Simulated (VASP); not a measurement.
# Al3B2N (R-3m) in VASP: notebook

The runs below take Al3B2N through single point, with PBE.

Everything below comes from runs of VASP 6.6.1. Logs are shortened: lines on timing, memory, paths and dates and some standing lists are left out, and cuts for length are marked.

## (1) The cell of the first run

Symmetry: R-3m, No. 166, trigonal system. The conventional cell has a = 5.462 Å, b = 5.462 Å, c = 7.476 Å, α = 90.00°, β = 90.00°, γ = 120.00°. Within 3.0 Å of Al (site symmetry 2/m) lie 2 N at 2.01 Å and 6 B at 2.30 to 2.85 Å and 8 Al at 2.73 to 2.95 Å. B (site symmetry 3m) has 1 B at 1.64 Å within 2.2 Å. Within 2.7 Å of N (site symmetry -3m) lie 6 Al at 2.01 Å.

The cell was built from a structure type or drawn by symmetry, and may not be a known phase.

## (2) Single point, PBE

INCAR

```
SYSTEM = Al3B2N
ALGO = Normal ; EDIFF = 1E-6
ENCUT = 520 ; GGA = PE
ISIF = 2 ; ISMEAR = 0
LASPH = .True. ; LCHARG = .False.
LREAL = .False. ; LWAVE = .False.
NBANDS = 19 ; NELM = 100
PREC = Accurate ; SIGMA = 0.1
```

KPOINTS

```
k-points
0
Gamma
  6 6 6
  0 0 0
```

POSCAR

```
Al3B2N
1.0
    2.7311336773      1.5768207638      2.4918987891
   -2.7311336773      1.5768207638      2.4918987891
    0.0000000000     -3.1536415276      2.4918987891
Al B N
3 2 1
Direct
    0.0000000000      0.5000000000      0.0000000000
    0.5000000000      0.0000000000      0.0000000000
    0.0000000000      0.0000000000      0.5000000000
    0.6095205079      0.6095205079      0.6095205079
    0.3904794921      0.3904794921      0.3904794921
    0.0000000000      0.0000000000      0.0000000000
```

Potentials or basis: VASP PAW PBE potentials, release 64 (Al, B, N).

Run with:

```console
$ cat potpaw_PBE.64/Al/POTCAR potpaw_PBE.64/B/POTCAR potpaw_PBE.64/N/POTCAR > POTCAR
$ mpirun -np 1 vasp_std > vasp.out
```

OUTCAR:

```text
SYSTEM = Al3B2N
   EDIFF = 1E-6
   ENCUT = 520
   GGA = PE
   ISIF = 2
   ISMEAR = 0
   LASPH = .True.
   LREAL = .False.
   NELM = 100
   PREC = Accurate

 ion  position               nearest neighbor table
   1  0.000  0.500  0.000-   6 2.01   6 2.01   4 2.30   5 2.30   2 2.73   2 2.73   3 2.73   3 2.73
                             3 2.95   3 2.95   2 2.95   2 2.95
   2  0.500  0.000  0.000-   6 2.01   6 2.01   4 2.30   5 2.30   1 2.73   1 2.73   3 2.73   3 2.73
                             3 2.95   3 2.95   1 2.95   1 2.95
   3  0.000  0.000  0.500-   6 2.01   6 2.01   4 2.30   5 2.30   2 2.73   1 2.73   1 2.73   2 2.73
                             1 2.95   1 2.95   2 2.95   2 2.95
   4  0.610  0.610  0.610-   5 1.64   2 2.30   1 2.30   3 2.30
   5  0.390  0.390  0.390-   4 1.64   2 2.30   1 2.30   3 2.30
   6  0.000  0.000  0.000-   1 2.01   2 2.01   1 2.01   2 2.01   3 2.01   3 2.01

  LATTYP: Found a trigonal (rhomboedric) cell.
 ALAT       =     4.0193301008
 COS(alpha) =     0.0765602616

  Lattice vectors:

 A1 = (   2.7311336773,   1.5768207638,   2.4918987891)
 A2 = (  -2.7311336773,   1.5768207638,   2.4918987891)
 A3 = (   0.0000000000,  -3.1536415276,   2.4918987891)

Analysis of symmetry for initial positions (statically):
=====================================================================
 Subroutine PRICEL returns:
 Original cell was already a primitive cell.

 Routine SETGRP: Setting up the symmetry group for a
 trigonal (rhombohedral) supercell.

 Subroutine GETGRP returns: Found 12 space group operations
 (whereof 12 operations were pure point group operations)
 out of a pool of 12 trial point group operations.

The static configuration has the point symmetry D_3d.

Analysis of symmetry for dynamics (positions and initial velocities):
=====================================================================
 Subroutine PRICEL returns:
 Original cell was already a primitive cell.

 Routine SETGRP: Setting up the symmetry group for a
 trigonal (rhombohedral) supercell.

 Subroutine GETGRP returns: Found 12 space group operations
 (whereof 12 operations were pure point group operations)
 out of a pool of 12 trial point group operations.

The dynamic configuration has the point symmetry D_3d.

 Subroutine INISYM returns: Found 12 space group operations
 (whereof 12 operations are pure point group operations),
 and found     1 'primitive' translations

----------------------------------------------------------------------------------------

                                     Primitive cell

[... 104 lines left out ...]
   ISIF   =      2    stress and relaxation
   ISYM   =      2    0-nonsym 1-usesym 2-fastsym
   POTIM  = 0.5000    time-step for ionic-motion
   TEBEG  =    0.0;   TEEND  =   0.0 temperature during run
   PSTRESS=    0.0 pullay stress
   NELECT =      20.0000    total number of electrons
   NUPDOWN=      -1.0000    fix difference up-down
   EMIN   =  10.00;   EMAX   =-10.00  energy-range for DOS
   EFERMI =   0.00;   METHOD = LEGACY
   ISMEAR =     0;   SIGMA  =   0.10  broadening in eV -4-tet -1-fermi 0-gaus
   EFERMI_NEDOS =   21; number of points for ismear=-14 and -15
   IALGO  =     38    algorithm
   IMIX   =      4    mixing-type and parameters
     AMIX     =   0.40;   BMIX     =  1.00
     AMIX_MAG =   1.60;   BMIX_MAG =  1.00
  volume/ion in A,a.u.               =      10.73        72.42
  Fermi-wavevector in a.u.,A,eV,Ry     =   1.108705  2.095148 16.724634  1.229226
  Thomas-Fermi vector in A             =   2.245235
   LORBIT       =      0    0 simple, 1 ext, 2 COOP (PROOUT), +10 PAW based schemes
   GGA     = PE    functional components
   LHFCALC =     F    Hartree Fock is set to
   AEXX    =    0.0000 exact exchange contribution
   IVDW    =     0    specifies the selected vdW correction
   LEPSILON=     F    determine dielectric tensor
   LRPA    =     F    only Hartree local field effects (RPA)
 non-spin polarized calculation
 Gauss-broadening in eV      SIGMA  =   0.10
  energy-cutoff  :      520.00
  volume of cell :       64.39
 maximum number of plane-waves:      1749
 NGX is ok and might be reduce to    30
   NGX = 15   NGY = 15   NGZ = 15

 number of electron      19.9999997 magnetization

 Free energy of the ion-electron system (eV)
  ---------------------------------------------------
  ext. energy  EPLUGINS =         0.00000000
  ---------------------------------------------------
  free energy    TOTEN  =       -31.92950665 eV

  energy without entropy =      -31.91945144  energy(sigma->0) =      -31.92447904

 E-fermi :   8.8255     XC(G=0): -11.1118

 val. band max:        8.8135904581   @ k =   0.3333   0.3333   0.1667
 cond. band min:       8.8518354230   @ k =   0.5000   0.1667   0.1667
 fundamental gap:      0.0382449649
 Fermi energy:         8.8254698257

 k-point     1 :       0.0000    0.0000    0.0000
  band No.  band energies     occupation
      1      -8.8461      2.00000
      2      -1.6906      2.00000
      3       0.8666      2.00000
      4       1.7745      2.00000
      5       1.7745      2.00000
      6       5.3180      2.00000
[... 505 lines left out ...]
      6       3.3436      2.00000
[... 11 lines left out ...]
     18      16.4563      0.00000
     19      17.2002      0.00000

 [... further k-points ...]

------------------------ aborting loop because EDIFF is reached ----------------------------------------

  FORCE on cell =-STRESS in cart. coord.  units (eV):
  Direction    XX          YY          ZZ          XY          YZ          ZX
  --------------------------------------------------------------------------------------
  -------------------------------------------------------------------------------------
  Total       -0.0353814     -0.0353814      0.0062445      0.0000000     -0.0000000      0.0000000
  in kB       -0.8803964     -0.8803964      0.1553819      0.0000000     -0.0000000      0.0000000
  external PRESSURE =      -0.5351369 kB  Pullay stress =       0.0000000 kB

 VOLUME and BASIS-vectors are now :
 -----------------------------------------------------------------------------
  energy-cutoff  :      520.00
  volume of cell :       64.39
      direct lattice vectors                 reciprocal lattice vectors
     2.731133677  1.576820764  2.491898789     0.183074159  0.105697915  0.133766803
    -2.731133677  1.576820764  2.491898789    -0.183074159  0.105697915  0.133766803
     0.000000000 -3.153641528  2.491898789     0.000000000 -0.211395829  0.133766803

 POSITION                                       TOTAL-FORCE (eV/Angst)
 -----------------------------------------------------------------------------------
     -1.36557      0.78841      1.24595         0.000000      0.000000      0.000000
      1.36557      0.78841      1.24595         0.000000     -0.000000     -0.000000
      0.00000     -1.57682      1.24595         0.000000      0.000000      0.000000
      0.00000      0.00000      4.55659         0.000000     -0.000000      0.023893
      0.00000      0.00000      2.91911         0.000000     -0.000000     -0.023893
      0.00000      0.00000      0.00000        -0.000000     -0.000000      0.000000
 -----------------------------------------------------------------------------------
    total drift:                                0.000000     -0.000000      0.000000

  FREE ENERGIE OF THE ION-ELECTRON SYSTEM (eV)
  ---------------------------------------------------
  free  energy   TOTEN  =       -31.9295066541 eV

  energy  without entropy=      -31.9194514357  energy(sigma->0) =      -31.92447904
```

stdout:

```text
POSCAR found type information on POSCAR AlB N
 POSCAR found :  3 types and       6 ions
 scaLAPACK will be used
 LDA part: xc-table for (Slater+PW92), standard interpolation
 POSCAR, INCAR and KPOINTS ok, starting setup
 FFT: planning ... GRIDC
 FFT: planning ... GRID_SOFT
 FFT: planning ... GRID
 WAVECAR not read
 entering main loop
```

It took 41 s on 1 thread of Intel Xeon 8259CL, shared host; peak memory 0.18 GiB.

Results:

```
Free energy            : -31.9295 eV
Pressure               : -0.1 GPa
Largest force          : 0.024 eV/Å
Band gap on the k mesh : zero (bands 10 and 11 overlap by 2.36 eV)
```

Forces on the atoms (eV/Å):
```
Al   0.000  0.000  0.000
Al   0.000  0.000  0.000
Al   0.000  0.000  0.000
B    0.000  0.000  0.024
B    0.000  0.000 -0.024
N    0.000  0.000  0.000
```

## (3) Single point, PBE

This run uses another cell than the first one, of 12.62 Å³/atom.

INCAR

```
SYSTEM = Al3B2N
PREC = Accurate
ENCUT = 520
EDIFF = 1E-6
ISMEAR = 0
SIGMA = 0.1
LREAL = .False.
LASPH = .True.
NELM = 60
ALGO = Normal
ISIF = 2
LWAVE = .False.
LCHARG = .True.
GGA = PE
LELF = .True.
LVHAR = .True.
NBANDS = 19
```

KPOINTS

```
Automatic mesh
0
Gamma
  6 6 6
  0 0 0
```

POSCAR

```
Al3B2N
1.0
    2.4030369300      1.3873940200      3.7838047200
   -2.4030369300      1.3873940200      3.7838047200
    0.0000000000     -2.7747880400      3.7838047200
Al B N
3 2 1
Direct
    0.0000000000      0.5000000000      0.0000000000
    0.5000000000      0.0000000000      0.0000000000
    0.0000000000      0.0000000000      0.5000000000
    0.6257190100      0.6257190100      0.6257190100
    0.3742809900      0.3742809900      0.3742809900
    0.0000000000      0.0000000000      0.0000000000
```

Potentials or basis: VASP PAW PBE potentials, release 64 (Al, B, N).

Run with:

```console
$ cat potpaw_PBE.64/Al/POTCAR potpaw_PBE.64/B/POTCAR potpaw_PBE.64/N/POTCAR > POTCAR
$ mpirun -np 1 vasp_std > vasp.out
```

It took 57 s on 1 thread of Intel Xeon 8259CL, shared host; peak memory 0.22 GiB.

Results (log left out):

| Quantity | Value |
| --- | --- |
| Free energy | -24.4201 eV |
| Pressure | -2.8 GPa |
| Largest force | 0.444 eV/Å |
| Band gap on the k mesh | zero (bands 10 and 11 overlap by 2.24 eV) |

Forces in eV/Å, atoms in the order of the input:
```
Al   0.000  0.000  0.000
Al   0.000  0.000  0.000
Al   0.000  0.000  0.000
B    0.000  0.000 -0.444
B    0.000  0.000  0.444
N    0.000  0.000  0.000
```

Stress tensor (GPa, compression positive):
```
 13.70   0.00   0.00
  0.00  13.70   0.00
  0.00   0.00 -35.72
```

Levels at points of the mesh, in eV from the Fermi level:
```tsv
k point	band 8	band 9	band 10	band 11	band 12	band 13
(0.00, 0.00, 0.00)	-2.06	-1.66	-1.66	-1.42	-0.17	-0.17
(0.50, 0.00, 0.00)	-2.61	-1.08	-0.09	0.67	1.00	1.55
(0.50, 0.50, 0.00)	-0.85	-0.60	0.07	1.58	2.13	2.50
(0.50, 0.50, 0.50)	-3.32	-2.01	-1.42	2.44	2.44	3.28
```
